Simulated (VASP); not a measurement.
# TiB2 (P6/mmm) in VASP: further runs

The runs below take TiB2 through single point, relaxation of cell and atoms, with PBEsol.

All numbers are computed with VASP 6.6.1; they aren't measurements. Logs are shortened: lines on timing, memory, paths and dates and some standing lists are left out, and cuts for length are marked.

### Step 1. The cell of the first run

The structure is hexagonal, space group P6/mmm (No. 191). Conventional cell: a = 2.903 Å, b = 2.903 Å, c = 3.020 Å, α = 90.00°, β = 90.00°, γ = 120.00°. Within 3.0 Å of Ti (site symmetry 6/mmm) lie 12 B at 2.26 Å and 6 Ti at 2.90 Å. B (site symmetry -6m2) has 3 B at 1.68 Å within 2.2 Å.

### Step 2. Single point, PBEsol

INCAR reads:

```
SYSTEM = TiB2
PREC = Accurate ; ENCUT = 520
EDIFF = 1E-7 ; ISMEAR = -1
SIGMA = 0.05 ; LREAL = .FALSE.
LASPH = .TRUE. ; NELM = 80
ALGO = Normal ; ISIF = 2
LWAVE = .FALSE. ; LCHARG = .FALSE.
GGA = PS ; NBANDS = 16
```

KPOINTS reads:

```
regular mesh
0
G
  10 10 8
  0 0 0
```

POSCAR reads:

```
TiB2
1.0
    2.9031818646      0.0000000000      0.0000000000
   -1.4515909323      2.5142292465      0.0000000000
    0.0000000000      0.0000000000      3.0196679394
Ti B
1 2
Direct
    0.0000000000      0.0000000000      0.0000000000
    0.3333333333      0.6666666667      0.5000000000
    0.6666666667      0.3333333333      0.5000000000
```

Potentials or basis: VASP PAW PBE potentials, release 64 (Ti_sv, B).

On the command line:

```
$ cat potpaw_PBE.64/Ti_sv/POTCAR potpaw_PBE.64/B/POTCAR > POTCAR
$ mpirun -np 1 vasp_std > vasp.out
```

OUTCAR:

```text
SYSTEM = TiB2
   PREC = Accurate
   ENCUT = 520
   EDIFF = 1E-7
   ISMEAR = -1
   LREAL = .FALSE.
   LASPH = .TRUE.
   NELM = 80
   ISIF = 2
   GGA = PS

 ion  position               nearest neighbor table
   1  0.000  0.000  0.000-   2 2.26   3 2.26   2 2.26   3 2.26   2 2.26   2 2.26   3 2.26   3 2.26
                             3 2.26   3 2.26   2 2.26   2 2.26
   2  0.333  0.667  0.500-   3 1.68   3 1.68   3 1.68   1 2.26   1 2.26   1 2.26   1 2.26   1 2.26
                             1 2.26
   3  0.667  0.333  0.500-   2 1.68   2 1.68   2 1.68   1 2.26   1 2.26   1 2.26   1 2.26   1 2.26
                             1 2.26

  LATTYP: Found a hexagonal cell.
 ALAT       =     2.9031818646
 C/A-ratio  =     1.0401235886

  Lattice vectors:

 A1 = (   2.9031818646,   0.0000000000,   0.0000000000)
 A2 = (  -1.4515909323,   2.5142292465,   0.0000000000)
 A3 = (   0.0000000000,   0.0000000000,   3.0196679394)

Analysis of symmetry for initial positions (statically):
=====================================================================
 Subroutine PRICEL returns:
 Original cell was already a primitive cell.

 Routine SETGRP: Setting up the symmetry group for a
 hexagonal supercell.

 Subroutine GETGRP returns: Found 24 space group operations
 (whereof 24 operations were pure point group operations)
 out of a pool of 24 trial point group operations.

The static configuration has the point symmetry D_6h.

Analysis of symmetry for dynamics (positions and initial velocities):
=====================================================================
 Subroutine PRICEL returns:
 Original cell was already a primitive cell.

 Routine SETGRP: Setting up the symmetry group for a
 hexagonal supercell.

 Subroutine GETGRP returns: Found 24 space group operations
 (whereof 24 operations were pure point group operations)
 out of a pool of 24 trial point group operations.

The dynamic configuration has the point symmetry D_6h.

 Subroutine INISYM returns: Found 24 space group operations
 (whereof 24 operations are pure point group operations),
 and found     1 'primitive' translations

----------------------------------------------------------------------------------------

                                     Primitive cell

  volume of cell :      22.0414

  direct lattice vectors                    reciprocal lattice vectors
     2.903181865  0.000000000  0.000000000     0.344449658  0.198868103  0.000000000
    -1.451590932  2.514229246  0.000000000     0.000000000  0.397736205  0.000000000
     0.000000000  0.000000000  3.019667939     0.000000000  0.000000000  0.331162240

  length of vectors
     2.903181865  2.903181865  3.019667939     0.397736205  0.397736205  0.331162240

  position of ions in fractional coordinates (direct lattice)
     0.000000000  0.000000000  0.000000000
     0.333333333  0.666666667  0.500000000
     0.666666667  0.333333333  0.500000000

  ion indices of the primitive-cell ions
   primitive index   ion index
                 1           1
                 2           2
                 3           3

----------------------------------------------------------------------------------------

 KPOINTS: regular mesh

Automatic generation of k-mesh.
 Grid dimensions read from file:
 generate k-points for:   10   10    8

 Generating k-lattice:

  Cartesian coordinates                     Fractional coordinates (reciprocal lattice)
     0.034444966  0.019886810  0.000000000     0.100000000  0.000000000  0.000000000
     0.000000000  0.039773621  0.000000000     0.000000000  0.100000000  0.000000000
     0.000000000  0.000000000  0.041395280     0.000000000  0.000000000  0.125000000

  Length of vectors
     0.039773621  0.039773621  0.041395280

  Shift w.r.t. Gamma in fractional coordinates (k-lattice)
     0.000000000  0.000000000  0.000000000

 Subroutine IBZKPT returns following result:
 ===========================================

 Found     70 irreducible k-points:

 Following reciprocal coordinates:
            Coordinates               Weight
  0.000000  0.000000  0.000000      1.000000
  0.100000 -0.000000  0.000000      6.000000
  0.200000 -0.000000  0.000000      6.000000
  0.300000  0.000000  0.000000      6.000000
  0.400000  0.000000  0.000000      6.000000
  0.500000 -0.000000  0.000000      3.000000
[... 16 lines left out ...]
  0.300000  0.100000  0.125000     24.000000
  0.400000  0.100000  0.125000     24.000000
 [... further k-points ...]
   k-points           NKPTS =     70   k-points in BZ     NKDIM =     70   number of bands    NBANDS=     16
   number of dos      NEDOS =    301   number of ions     NIONS =      3
   total plane-waves  NPLWV =  13824
   dimension x,y,z NGX =    24 NGY =   24 NGZ =   24
   dimension x,y,z NGXF=    48 NGYF=   48 NGZF=   48
   ions per type =               1   2
   NGX,Y,Z   is equivalent  to a cutoff of  13.74, 13.74, 13.21 a.u.
   NGXF,Y,Z  is equivalent  to a cutoff of  27.49, 27.49, 26.43 a.u.
 SYSTEM =  TiB2
   PREC   = accura    normal or accurate (medium, high low for compatibility)
   ISTART =      0    job   : 0-new  1-cont  2-samecut
   ICHARG =      2    charge: 1-file 2-atom 10-const
   ISPIN  =      1    spin polarized calculation?
   LNONCOLLINEAR =      F non collinear calculations
   LSORBIT =      F    spin-orbit coupling
   LASPH  =      T    aspherical Exc in radial PAW
   ENCUT  =  520.0 eV  38.22 Ry    6.18 a.u.   5.40  5.40  5.61*2*pi/ulx,y,z
   NELM   =     80;   NELMIN=  2; NELMDL= -5     # of ELM steps
   EDIFF  = 0.1E-06   stopping-criterion for ELM
   LREAL  =      F    real-space projection
   EDIFFG = 0.1E-05   stopping-criterion for IOM
   NSW    =      0    number of steps for IOM
   IBRION =     -1    ionic relax: 0-MD 1-quasi-New 2-CG
   NFREE  =      0    steps in history (QN), initial steepest desc. (CG)
   ISIF   =      2    stress and relaxation
   ISYM   =      2    0-nonsym 1-usesym 2-fastsym
   POTIM  = 0.5000    time-step for ionic-motion
   TEBEG  =    0.0;   TEEND  =   0.0 temperature during run
   PSTRESS=    0.0 pullay stress
   NELECT =      18.0000    total number of electrons
   NUPDOWN=      -1.0000    fix difference up-down
   EMIN   =  10.00;   EMAX   =-10.00  energy-range for DOS
   EFERMI =   0.00;   METHOD = LEGACY
   ISMEAR =    -1;   SIGMA  =   0.05  broadening in eV -4-tet -1-fermi 0-gaus
   EFERMI_NEDOS =   21; number of points for ismear=-14 and -15
   IALGO  =     38    algorithm
   IMIX   =      4    mixing-type and parameters
     AMIX     =   0.40;   BMIX     =  1.00
     AMIX_MAG =   1.60;   BMIX_MAG =  1.00
  volume/ion in A,a.u.               =       7.35        49.58
  Fermi-wavevector in a.u.,A,eV,Ry     =   1.530217  2.891690 31.858895  2.341563
  Thomas-Fermi vector in A             =   2.637730
   LORBIT       =      0    0 simple, 1 ext, 2 COOP (PROOUT), +10 PAW based schemes
   GGA     = PS    functional components
   LHFCALC =     F    Hartree Fock is set to
   AEXX    =    0.0000 exact exchange contribution
   IVDW    =     0    specifies the selected vdW correction
   LEPSILON=     F    determine dielectric tensor
   LRPA    =     F    only Hartree local field effects (RPA)
 non-spin polarized calculation
  energy-cutoff  :      520.00
  volume of cell :       22.04
 maximum number of plane-waves:       623
 NGX is ok and might be reduce to    24
   NGX = 11   NGY = 11   NGZ = 11

 number of electron      17.9999996 magnetization

 Free energy of the ion-electron system (eV)
  ---------------------------------------------------
  ext. energy  EPLUGINS =         0.00000000
  ---------------------------------------------------
  free energy    TOTEN  =       -25.39207570 eV

  energy without entropy =      -25.38468089  energy(sigma->0) =      -25.38837830

 E-fermi :  11.5371     XC(G=0): -13.6260

 val. band max:       11.5317699336   @ k =   0.1000   0.1000   0.2500
 cond. band min:      11.5614237456   @ k =   0.4000   0.2000   0.0000
 fundamental gap:      0.0296538121
 Fermi energy:        11.5371434138

 k-point     1 :       0.0000    0.0000    0.0000
  band No.  band energies     occupation
      1     -44.6474      2.00000
      2     -21.1117      2.00000
      3     -20.7269      2.00000
      4     -20.7269      2.00000
      5      -2.5884      2.00000
      6       8.5259      2.00000
[... 8 lines left out ...]
     15      17.9423      0.00000
     16      19.5332      0.00000

 k-point     2 :       0.1000   -0.0000    0.0000
  band No.  band energies     occupation
      1     -44.6380      2.00000
      2     -21.1005      2.00000
      3     -20.7933      2.00000
      4     -20.7416      2.00000
      5      -2.3729      2.00000
      6       7.9927      2.00000
[... 8 lines left out ...]
     15      19.2841      0.00000
     16      20.1810      0.00000

 k-point     3 :       0.2000   -0.0000    0.0000
  band No.  band energies     occupation
      1     -44.6133      2.00000
      2     -21.0710      2.00000
      3     -20.9645      2.00000
      4     -20.7799      2.00000
      5      -1.7529      2.00000
      6       6.6997      2.00000
[... 8 lines left out ...]
     15      20.5315      0.00000
     16      21.6481      0.00000

 k-point     4 :       0.3000    0.0000    0.0000
  band No.  band energies     occupation
      1     -44.5827      2.00000
      2     -21.1706      2.00000
      3     -21.0344      2.00000
      4     -20.8270      2.00000
      5      -0.7935      2.00000
      6       5.1183      2.00000
[... 8 lines left out ...]
     15      20.6217      0.00000
     16      22.4200      0.00000
[... 324 lines left out ...]
 k-point    22 :       0.2000    0.1000    0.1250
  band No.  band energies     occupation
      1     -44.5881      2.00000
      2     -21.1089      2.00000
      3     -21.0725      2.00000
      4     -20.8213      2.00000
      5      -0.9609      2.00000
      6       5.9339      2.00000
[... 8 lines left out ...]
     15      21.1786      0.00000
     16      22.3726      0.00000

 k-point    23 :       0.3000    0.1000    0.1250
  band No.  band energies     occupation
      1     -44.5603      2.00000
      2     -21.2465      2.00000
      3     -21.0698      2.00000
      4     -20.8754      2.00000
      5       0.0845      2.00000
      6       4.3629      2.00000
[... 8 lines left out ...]
     15      21.6361      0.00000
     16      22.9953      0.00000

 k-point    24 :       0.4000    0.1000    0.1250
  band No.  band energies     occupation
      1     -44.5431      2.00000
      2     -21.3496      2.00000
      3     -21.0481      2.00000
      4     -20.9088      2.00000
      5       1.3526      2.00000
      6       2.8101      2.00000
[... 8 lines left out ...]
     15      22.0305      0.00000
     16      22.6652      0.00000

 [... further k-points ...]

------------------------ aborting loop because EDIFF is reached ----------------------------------------

  FORCE on cell =-STRESS in cart. coord.  units (eV):
  Direction    XX          YY          ZZ          XY          YZ          ZX
  --------------------------------------------------------------------------------------
  -------------------------------------------------------------------------------------
  Total        6.1682108      6.1682108      6.1603362     -0.0000000     -0.0000000      0.0000000
  in kB      448.3647727    448.3647726    447.7923701     -0.0000000     -0.0000000      0.0000000
  external PRESSURE =     448.1739718 kB  Pullay stress =       0.0000000 kB

 VOLUME and BASIS-vectors are now :
 -----------------------------------------------------------------------------
  energy-cutoff  :      520.00
  volume of cell :       22.04
      direct lattice vectors                 reciprocal lattice vectors
     2.903181865  0.000000000  0.000000000     0.344449658  0.198868103  0.000000000
    -1.451590932  2.514229246  0.000000000     0.000000000  0.397736205  0.000000000
     0.000000000  0.000000000  3.019667939     0.000000000  0.000000000  0.331162240

 POSITION                                       TOTAL-FORCE (eV/Angst)
 -----------------------------------------------------------------------------------
      0.00000      0.00000      0.00000         0.000000      0.000000      0.000000
     -0.00000      1.67615      1.50983        -0.000000      0.000000     -0.000000
      1.45159      0.83808      1.50983         0.000000     -0.000000      0.000000
 -----------------------------------------------------------------------------------
    total drift:                               -0.000000      0.000000      0.000000

  FREE ENERGIE OF THE ION-ELECTRON SYSTEM (eV)
  ---------------------------------------------------
  free  energy   TOTEN  =       -25.3920757028 eV

  energy  without entropy=      -25.3846808876  energy(sigma->0) =      -25.38837830
```

It took 13 s on 1 thread of Intel Xeon 6975P-C (Granite Rapids), shared host; peak memory 0.15 GiB.

What came out:

| Quantity | Value |
| --- | --- |
| Free energy | -25.3921 eV |
| Pressure | 44.8 GPa |
| Band gap on the k mesh | zero (band 9 reaches 12.28 eV, above the bottom of band 10 at 11.25 eV) |

Levels at points of the mesh, in eV from the Fermi level:
```
           k point  band 7  band 8  band 9  band 10  band 11  band 12
(0.00, 0.00, 0.00)   -3.01   -2.39   -1.90     2.50     2.50     4.74
(0.50, 0.00, 0.00)   -3.40   -3.40   -2.63     1.82     3.42     4.06
(0.00, 0.00, 0.50)   -0.50   -0.50   -0.28    -0.28     0.61     0.61
(0.50, 0.00, 0.50)   -5.21   -4.30   -3.02     3.41     3.69     5.86
```

Caveat: the PAW data sets were made with another functional, which shifts forces and pressure a little.

### Step 3. Single point, PBEsol

This run uses another cell than the first one, of 7.63 Å³/atom, 1.038 times its volume.

INCAR reads:

```
ALGO     = Normal         # electronic algorithm
EDIFF    = 1E-6           # SCF threshold, eV
ENCUT    = 520            # plane-wave cutoff, eV
GGA      = PS             # functional
ISIF     = 2              # what is computed and relaxed
ISMEAR   = -1             # smearing method
LASPH    = True           # aspherical terms in the spheres
LCHARG   = False          # write CHGCAR
LREAL    = False          # projectors in reciprocal space
LWAVE    = False          # write WAVECAR
NBANDS   = 16             # bands
NELM     = 100            # most SCF steps
PREC     = Accurate       # precision mode
SIGMA    = 0.05           # smearing width, eV
```

KPOINTS reads:

```
k-points
0
Gamma
  10 10 8
```

POSCAR reads:

```
TiB2
1.0
    2.9354905793      0.0000000000      0.0000000000
   -1.4677452896      2.5422094142      0.0000000000
    0.0000000000      0.0000000000      3.0667286508
Ti B
1 2
Direct
    0.0000000000      0.0000000000      0.0000000000
    0.3333333333      0.6666666667      0.5000000000
    0.6666666667      0.3333333333      0.5000000000
```

Potentials or basis: VASP PAW PBE potentials, release 64 (Ti_sv, B).

On the command line:

```
$ cat potpaw_PBE.64/Ti_sv/POTCAR potpaw_PBE.64/B/POTCAR > POTCAR
$ mpirun -np 1 vasp_std > vasp.out
```

Wall time 10 s (1 thread of Intel Xeon 6975P-C (Granite Rapids), shared host); peak memory 0.15 GiB.

Results (log left out):

```yaml
Free_energy: -25.5884 eV
Pressure: 29.9 GPa
Band_gap_on_the_k_mesh: zero (band 9 reaches 11.82 eV, above the bottom of band 10 at 10.85 eV)
```

Levels at points of the mesh, in eV from the Fermi level:
| k point | band 6 | band 7 | band 8 | band 9 | band 10 | band 11 | band 12 | band 13 |
| --- | --- | --- | --- | --- | --- | --- | --- | --- |
| (0.00, 0.00, 0.00) | -2.89 | -2.89 | -2.30 | -1.97 | 2.36 | 2.36 | 4.49 | 4.49 |
| (0.50, 0.00, 0.00) | -9.26 | -3.35 | -3.32 | -2.52 | 1.71 | 3.26 | 3.86 | 3.95 |
| (0.00, 0.00, 0.50) | -7.97 | -0.49 | -0.49 | -0.25 | -0.25 | 0.58 | 0.58 | 2.31 |
| (0.50, 0.00, 0.50) | -7.57 | -5.05 | -4.16 | -3.05 | 3.19 | 3.51 | 5.56 | 5.63 |

Caveat: the PAW data sets were made with another functional, which shifts forces and pressure a little.

(Continued in part 2 of 2.)
